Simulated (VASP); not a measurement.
# ZnSe (zincblende type) (F-43m) in VASP: further runs

ZnSe (zincblende type) is run at these levels: LDA; tasks: single point.

Everything below comes from runs of VASP 6.6.1. Logs are shortened: lines on timing, memory, paths and dates and some standing lists are left out, and cuts for length are marked.

### Step 1. The cell of the first run

Symmetry: F-43m, No. 216, cubic system. Conventional cell: a = 5.169 Å, b = 5.169 Å, c = 5.169 Å, α = 90.00°, β = 90.00°, γ = 90.00°. Within 3.0 Å of Zn (site symmetry -43m) lie 4 Se at 2.24 Å. Within 3.0 Å of Se (site symmetry -43m) lie 4 Zn at 2.24 Å.

### Step 2. Single point, LDA (volume scaled by 0.8)

The input, INCAR:

```
PREC     = Accurate       # precision mode
ENCUT    = 520            # plane-wave cutoff, eV
EDIFF    = 1E-7           # SCF threshold, eV
ISMEAR   = -1             # smearing method
SIGMA    = 0.08           # smearing width, eV
LREAL    = False          # projectors in reciprocal space
LASPH    = True           # aspherical terms in the spheres
NELM     = 100            # most SCF steps
ALGO     = Normal         # electronic algorithm
ISIF     = 2              # what is computed and relaxed
LWAVE    = False          # write WAVECAR
LCHARG   = False          # write CHGCAR
GGA      = CA             # functional
NBANDS   = 16             # bands
```

The input, KPOINTS:

```
regular mesh
0
Gamma
  11 11 11
```

The input, POSCAR:

```
ZnSe
1.0
    0.0000000000      2.5843459403      2.5843459403
    2.5843459403      0.0000000000      2.5843459403
    2.5843459403      2.5843459403      0.0000000000
Zn Se
1 1
Direct
    0.0000000000      0.0000000000      0.0000000000
    0.2500000000      0.2500000000      0.2500000000
```

Potentials or basis: VASP PAW LDA potentials, release 64 (Zn, Se).

Command:

```console
cat potpaw_LDA.64/Zn/POTCAR potpaw_LDA.64/Se/POTCAR > POTCAR
mpirun -np 1 vasp_std > vasp.out
```

OUTCAR:

```text
PREC = Accurate
   ENCUT = 520
   EDIFF = 1E-7
   ISMEAR = -1
   LREAL = False
   LASPH = True
   NELM = 100
   ISIF = 2
   GGA = CA

 ion  position               nearest neighbor table
   1  0.000  0.000  0.000-   2 2.24   2 2.24   2 2.24   2 2.24
   2  0.250  0.250  0.250-   1 2.24   1 2.24   1 2.24   1 2.24

  LATTYP: Found a face centered cubic cell.
 ALAT       =     5.1686918806

  Lattice vectors:

 A1 = (   0.0000000000,   2.5843459403,   2.5843459403)
 A2 = (   2.5843459403,   0.0000000000,   2.5843459403)
 A3 = (   2.5843459403,   2.5843459403,   0.0000000000)

Analysis of symmetry for initial positions (statically):
=====================================================================
 Subroutine PRICEL returns:
 Original cell was already a primitive cell.

 Routine SETGRP: Setting up the symmetry group for a
 face centered cubic supercell.

 Subroutine GETGRP returns: Found 24 space group operations
 (whereof 24 operations were pure point group operations)
 out of a pool of 48 trial point group operations.

The static configuration has the point symmetry T_d .

Analysis of symmetry for dynamics (positions and initial velocities):
=====================================================================
 Subroutine PRICEL returns:
 Original cell was already a primitive cell.

 Routine SETGRP: Setting up the symmetry group for a
 face centered cubic supercell.

 Subroutine GETGRP returns: Found 24 space group operations
 (whereof 24 operations were pure point group operations)
 out of a pool of 48 trial point group operations.

The dynamic configuration has the point symmetry T_d .

 Subroutine INISYM returns: Found 24 space group operations
 (whereof 24 operations are pure point group operations),
 and found     1 'primitive' translations

----------------------------------------------------------------------------------------

                                     Primitive cell

  volume of cell :      34.5209

  direct lattice vectors                    reciprocal lattice vectors
     0.000000000  2.584345940  2.584345940    -0.193472550  0.193472550  0.193472550
     2.584345940  0.000000000  2.584345940     0.193472550 -0.193472550  0.193472550
     2.584345940  2.584345940  0.000000000     0.193472550  0.193472550 -0.193472550

  length of vectors
     3.654817079  3.654817079  3.654817079     0.335104287  0.335104287  0.335104287

  position of ions in fractional coordinates (direct lattice)
[... 77 lines left out ...]
   ENCUT  =  520.0 eV  38.22 Ry    6.18 a.u.   6.80  6.80  6.80*2*pi/ulx,y,z
   NELM   =    100;   NELMIN=  2; NELMDL= -5     # of ELM steps
   EDIFF  = 0.1E-06   stopping-criterion for ELM
   LREAL  =      F    real-space projection
   EDIFFG = 0.1E-05   stopping-criterion for IOM
   NSW    =      0    number of steps for IOM
   IBRION =     -1    ionic relax: 0-MD 1-quasi-New 2-CG
   NFREE  =      0    steps in history (QN), initial steepest desc. (CG)
   ISIF   =      2    stress and relaxation
   ISYM   =      2    0-nonsym 1-usesym 2-fastsym
   POTIM  = 0.5000    time-step for ionic-motion
   TEBEG  =    0.0;   TEEND  =   0.0 temperature during run
   PSTRESS=    0.0 pullay stress
   NELECT =      18.0000    total number of electrons
   NUPDOWN=      -1.0000    fix difference up-down
   EMIN   =  10.00;   EMAX   =-10.00  energy-range for DOS
   EFERMI =   0.00;   METHOD = LEGACY
   ISMEAR =    -1;   SIGMA  =   0.08  broadening in eV -4-tet -1-fermi 0-gaus
   EFERMI_NEDOS =   21; number of points for ismear=-14 and -15
   IALGO  =     38    algorithm
   IMIX   =      4    mixing-type and parameters
     AMIX     =   0.40;   BMIX     =  1.00
     AMIX_MAG =   1.60;   BMIX_MAG =  1.00
  volume/ion in A,a.u.               =      17.26       116.48
  Fermi-wavevector in a.u.,A,eV,Ry     =   1.317665  2.490026 23.622995  1.736241
  Thomas-Fermi vector in A             =   2.447690
   LORBIT       =      0    0 simple, 1 ext, 2 COOP (PROOUT), +10 PAW based schemes
   GGA     = CA    functional components
   LHFCALC =     F    Hartree Fock is set to
   AEXX    =    0.0000 exact exchange contribution
   IVDW    =     0    specifies the selected vdW correction
   LEPSILON=     F    determine dielectric tensor
   LRPA    =     F    only Hartree local field effects (RPA)
 non-spin polarized calculation
  energy-cutoff  :      520.00
  volume of cell :       34.52
 maximum number of plane-waves:       950
   NGX = 13   NGY = 13   NGZ = 13

 number of electron      17.9999989 magnetization

 Free energy of the ion-electron system (eV)
  ---------------------------------------------------
  ext. energy  EPLUGINS =         0.00000000
  ---------------------------------------------------
  free energy    TOTEN  =        -6.76001914 eV

  energy without entropy =       -6.76001909  energy(sigma->0) =       -6.76001912

 E-fermi :   5.4417     XC(G=0): -10.9838

 val. band max:        4.3843448914   @ k =   0.0000   0.0000   0.0000
 cond. band min:       6.4933103996   @ k =   0.4545   0.4545   0.0000
 fundamental gap:      2.1089655081
 Fermi energy:         5.4416516223

 k-point     1 :       0.0000    0.0000    0.0000
  band No.  band energies     occupation
      1     -11.1112      2.00000
      2      -3.7263      2.00000
      3      -3.7263      2.00000
      4      -3.7263      2.00000
      5      -3.0724      2.00000
      6      -3.0724      2.00000
[... 433 lines left out ...]
      3      -3.6039      2.00000
      4      -3.6029      2.00000
      5      -3.1091      2.00000
      6      -3.0354      2.00000
[... 8 lines left out ...]
     15      16.9329      0.00000
     16      18.4914      0.00000

 [... further k-points ...]

------------------------ aborting loop because EDIFF is reached ----------------------------------------

  FORCE on cell =-STRESS in cart. coord.  units (eV):
  Direction    XX          YY          ZZ          XY          YZ          ZX
  --------------------------------------------------------------------------------------
  -------------------------------------------------------------------------------------
  Total        5.9059359      5.9059359      5.9059359      0.0000000      0.0000000     -0.0000000
  in kB      274.1052621    274.1052621    274.1052621      0.0000000      0.0000000     -0.0000000
  external PRESSURE =     274.1052621 kB  Pullay stress =       0.0000000 kB

 VOLUME and BASIS-vectors are now :
 -----------------------------------------------------------------------------
  energy-cutoff  :      520.00
  volume of cell :       34.52
      direct lattice vectors                 reciprocal lattice vectors
     0.000000000  2.584345940  2.584345940    -0.193472550  0.193472550  0.193472550
     2.584345940  0.000000000  2.584345940     0.193472550 -0.193472550  0.193472550
     2.584345940  2.584345940  0.000000000     0.193472550  0.193472550 -0.193472550

 POSITION                                       TOTAL-FORCE (eV/Angst)
 -----------------------------------------------------------------------------------
      0.00000      0.00000      0.00000         0.000000      0.000000      0.000000
      1.29217      1.29217      1.29217        -0.000000     -0.000000     -0.000000
 -----------------------------------------------------------------------------------
    total drift:                                0.000001      0.000001      0.000001

  FREE ENERGIE OF THE ION-ELECTRON SYSTEM (eV)
  ---------------------------------------------------
  free  energy   TOTEN  =        -6.7600191421 eV

  energy  without entropy=       -6.7600190925  energy(sigma->0) =       -6.76001912
```

Wall time 16 s (1 thread of AMD EPYC 9R45 (Zen 5), shared host); peak memory 0.13 GiB.

Results:

```
Free energy            : -6.7600 eV
Pressure               : 27.4 GPa
Band gap on the k mesh : 2.11 eV, indirect (least direct gap 2.31 eV)
```

Caveat: the cell differs from its parent crystal (volume scaled by 0.8).

### Step 3. Single point, LDA (volume scaled by 0.88)

The input, INCAR:

```
PREC = Accurate
ENCUT = 520
EDIFF = 1E-6
ISMEAR = -1
SIGMA = 0.08
LREAL = F
LASPH = T
NELM = 80
ALGO = Normal
ISIF = 2
LWAVE = F
LCHARG = F
GGA = CA
NBANDS = 16
```

KPOINTS is that of step 2.

The input, POSCAR:

```
ZnSe
1.0
    0.0000000000      2.6677689256      2.6677689256
    2.6677689256      0.0000000000      2.6677689256
    2.6677689256      2.6677689256      0.0000000000
Zn Se
1 1
Direct
    0.0000000000      0.0000000000      0.0000000000
    0.2500000000      0.2500000000      0.2500000000
```

Potentials or basis: VASP PAW LDA potentials, release 64 (Zn, Se).

Command:

```console
cat potpaw_LDA.64/Zn/POTCAR potpaw_LDA.64/Se/POTCAR > POTCAR
mpirun -np 1 vasp_std > vasp.out
```

OUTCAR:

```text
PREC = Accurate
   ENCUT = 520
   EDIFF = 1E-6
   ISMEAR = -1
   LREAL = F
   LASPH = T
   NELM = 80
   ISIF = 2
   GGA = CA

 ion  position               nearest neighbor table
   1  0.000  0.000  0.000-   2 2.31   2 2.31   2 2.31   2 2.31
   2  0.250  0.250  0.250-   1 2.31   1 2.31   1 2.31   1 2.31

  LATTYP: Found a face centered cubic cell.
 ALAT       =     5.3355378512

  Lattice vectors:

[... 638 lines left out ...]
     16      16.9248      0.00000

 [... further k-points ...]

------------------------ aborting loop because EDIFF is reached ----------------------------------------

  FORCE on cell =-STRESS in cart. coord.  units (eV):
  Direction    XX          YY          ZZ          XY          YZ          ZX
  --------------------------------------------------------------------------------------
  -------------------------------------------------------------------------------------
  Total        3.0454939      3.0454939      3.0454939     -0.0000000     -0.0000000     -0.0000000
  in kB      128.4972090    128.4972090    128.4972090     -0.0000000     -0.0000000     -0.0000000
  external PRESSURE =     128.4972090 kB  Pullay stress =       0.0000000 kB

 VOLUME and BASIS-vectors are now :
 -----------------------------------------------------------------------------
  energy-cutoff  :      520.00
  volume of cell :       37.97
      direct lattice vectors                 reciprocal lattice vectors
     0.000000000  2.667768926  2.667768926    -0.187422529  0.187422529  0.187422529
     2.667768926  0.000000000  2.667768926     0.187422529 -0.187422529  0.187422529
     2.667768926  2.667768926  0.000000000     0.187422529  0.187422529 -0.187422529

 POSITION                                       TOTAL-FORCE (eV/Angst)
 -----------------------------------------------------------------------------------
      0.00000      0.00000      0.00000        -0.000000     -0.000000      0.000000
      1.33388      1.33388      1.33388         0.000000      0.000000     -0.000000
 -----------------------------------------------------------------------------------
    total drift:                                0.000001      0.000001      0.000001

  FREE ENERGIE OF THE ION-ELECTRON SYSTEM (eV)
  ---------------------------------------------------
  free  energy   TOTEN  =        -7.1816105185 eV

  energy  without entropy=       -7.1816104296  energy(sigma->0) =       -7.18161047
```

OSZICAR:

```text
N       E                     dE             d eps       ncg     rms          rms(c)
DAV:   1     0.882545124742E+02    0.88255E+02   -0.89720E+03  1800   0.138E+03
DAV:   2    -0.204338098492E+01   -0.90298E+02   -0.84880E+02  1976   0.263E+02
DAV:   3    -0.748387212703E+01   -0.54405E+01   -0.54173E+01  2216   0.628E+01
DAV:   4    -0.752641452689E+01   -0.42542E-01   -0.42539E-01  2088   0.573E+00
DAV:   5    -0.752660416545E+01   -0.18964E-03   -0.18964E-03  2320   0.367E-01    0.687E+00
DAV:   6    -0.722195285210E+01    0.30465E+00   -0.58455E-01  2424   0.282E+01    0.502E+00
DAV:   7    -0.718763203144E+01    0.34321E-01   -0.19660E-01  2240   0.457E+00    0.202E+00
DAV:   8    -0.718228132219E+01    0.53507E-02   -0.48538E-03  2800   0.123E+00    0.472E-01
DAV:   9    -0.718160999680E+01    0.67133E-03   -0.12377E-03  2112   0.322E-01    0.599E-02
DAV:  10    -0.718161034140E+01   -0.34460E-06   -0.14506E-04  2472   0.151E-01    0.328E-02
DAV:  11    -0.718161051851E+01   -0.17711E-06   -0.77509E-06  2184   0.468E-02
   1 F= -.71816105E+01 E0= -.71816105E+01  d E =-.888755E-07
```

It took 15 s on 1 thread of AMD EPYC 9R45 (Zen 5), shared host; peak memory 0.13 GiB.

What came out:

```
Free energy            : -7.1816 eV
Pressure               : 12.8 GPa
Band gap on the k mesh : 1.86 eV, direct
```

Caveat: the cell differs from its parent crystal (volume scaled by 0.88).

### Step 4. Single point, LDA (volume scaled by 0.94)

The input, INCAR:

```
SYSTEM = ZnSe
ALGO     = Normal         ! electronic algorithm
EDIFF    = 1E-7           ! SCF threshold, eV
ENCUT    = 520            ! plane-wave cutoff, eV
GGA      = CA             ! functional
ISIF     = 2              ! what is computed and relaxed
ISMEAR   = -1             ! smearing method
LASPH    = .TRUE.         ! aspherical terms in the spheres
LCHARG   = .TRUE.         ! write CHGCAR
LELF     = .TRUE.         ! ELF
LREAL    = .FALSE.        ! projectors in reciprocal space
LVHAR    = .TRUE.       
LWAVE    = .FALSE.        ! write WAVECAR
NBANDS   = 16             ! bands
NELM     = 60             ! most SCF steps
PREC     = Accurate       ! precision mode
SIGMA    = 0.08           ! smearing width, eV
```

The input, KPOINTS:

```
k-points
0
G
  11 11 11
  0 0 0
```

The input, POSCAR:

```
ZnSe
1.0
    0.0000000000      2.7270719940      2.7270719940
    2.7270719940      0.0000000000      2.7270719940
    2.7270719940      2.7270719940      0.0000000000
Zn Se
1 1
Direct
    0.0000000000      0.0000000000      0.0000000000
    0.2500000000      0.2500000000      0.2500000000
```

Command:

```console
cat potpaw_LDA.64/Zn/POTCAR potpaw_LDA.64/Se/POTCAR > POTCAR
mpirun -np 1 vasp_std > vasp.out
```

It took 21 s on 1 thread of AMD EPYC 9R45 (Zen 5), shared host; peak memory 0.14 GiB.

Results (log left out):

```yaml
Free_energy: -7.3271 eV
Pressure: 5.6 GPa
Band_gap_on_the_k_mesh: 1.56 eV, direct
```

Levels at points of the mesh, in eV from the valence-band top:
```tsv
k point	band 5	band 6	band 7	band 8	band 9	band 10	band 11	band 12	band 13	band 14
(0.00, 0.00, 0.00)	-6.70	-6.70	0.00	0.00	0.00	1.56	5.65	5.65	5.65	10.10
```

Caveat: the cell differs from its parent crystal (volume scaled by 0.94).

### Step 5. Single point, LDA

This run uses another cell than the first one, of 21.58 Å³/atom, 1.250 times its volume.

The input, INCAR:

```
SYSTEM = ZnSe
ALGO = Normal
EDIFF = 1E-7
ENCUT = 520
ISIF = 2
ISMEAR = -1
LASPH = .TRUE.
LCHARG = .FALSE.
LREAL = .FALSE.
LWAVE = .FALSE.
NBANDS = 16
NELM = 60
PREC = Accurate
SIGMA = 0.08
```

KPOINTS is that of step 4.

The input, POSCAR:

```
ZnSe
1.0
    0.0000000000      2.7839022724      2.7839022724
    2.7839022724      0.0000000000      2.7839022724
    2.7839022724      2.7839022724      0.0000000000
Zn Se
1 1
Direct
    0.0000000000      0.0000000000      0.0000000000
    0.2500000000      0.2500000000      0.2500000000
```

Command:

```console
cat potpaw_LDA.64/Zn/POTCAR potpaw_LDA.64/Se/POTCAR > POTCAR
mpirun -np 1 vasp_std > vasp.out
```

Wall time 21 s (1 thread of AMD EPYC 9R45 (Zen 5), shared host); peak memory 0.14 GiB.

The run converged. Its results:

| Property | Result |
| --- | --- |
| Free energy | -7.3727 eV |
| Pressure | 0.4 GPa |
| Band gap on the k mesh | 1.29 eV, direct |

Levels at points of the mesh, in eV from the valence-band top:
```
           k point  band 6  band 7  band 8  band 9  band 10  band 11  band 12  band 13
(0.00, 0.00, 0.00)   -6.48    0.00    0.00    0.00     1.29     5.68     5.68     5.68
```

LDA gaps usually lie below the measured ones, often by a third to a half.

### Step 6. Overview

| cell | gap on the mesh (eV) | pressure (GPa) |
| --- | --- | --- |
| a = 3.655 Å, angles 60.0°, 2 atoms | 2.11 | 27.4 |
| a = 3.773 Å, angles 60.0°, 2 atoms | 1.86 | 12.8 |
| a = 3.857 Å, angles 60.0°, 2 atoms | 1.56 | 5.6 |
| a = 3.937 Å, angles 60.0°, 2 atoms | 1.29 | 0.4 |

Alike in all rows: task single point; level LDA; potentials or basis VASP PAW LDA potentials, release 64 (Zn, Se); no spin polarisation; k mesh 11 × 11 × 11; cutoff (eV) 520; smearing fermi-dirac 0.08 eV.

Absolute energies hang on the potentials; compare differences alone.
